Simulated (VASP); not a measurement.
## Sb: single point with PBE

Crystal: Sb.

```
Sb
1.0
    -1.76035    1.76035    1.76035
     1.76035   -1.76035    1.76035
     1.76035    1.76035   -1.76035
Sb
1
Direct
  0.00000 0.00000 0.00000
```

This cell differs from its parent crystal: volume scaled by 0.8.

```json
{
  "Program": "VASP 6.6.1",
  "Task": "single point",
  "Functional": "PBE",
  "Potentials or basis": "VASP PAW PBE potentials, release 64 (Sb)",
  "Cutoff": "500 eV",
  "k mesh": "16 × 16 × 16",
  "Occupations": "fermi-dirac, width 0.1 eV",
  "Spin": "no spin polarisation",
  "Dipole correction": "no",
  "Further INCAR settings": "ALGO = Normal; EDIFF = 1e-06; NBANDS = 8"
}
```

```json
{
  "Pressure": "22.0 GPa"
}
```

Levels at points of the mesh, in eV from the Fermi level:
```tsv
k point	band 1	band 2	band 3	band 4	band 5	band 6	band 7
(0.00, 0.00, 0.00)	-14.73	7.32	7.32	7.32	11.37	11.37	11.37
(0.50, 0.00, 0.00)	-9.28	-7.06	2.17	4.36	7.18	7.23	15.32
(0.50, 0.50, 0.50)	-4.48	-2.55	-2.55	-2.55	2.47	2.47	18.50
```

Run time: 11 s on 1 thread of Intel(R) Xeon(R) Platinum 8259CL CPU @ 2.50GHz (Skylake/Cascade Lake), with other jobs on the host, peak memory 0.15 GiB.

Caveat: spin-orbit coupling is left out, which moves the levels of the heavy elements.
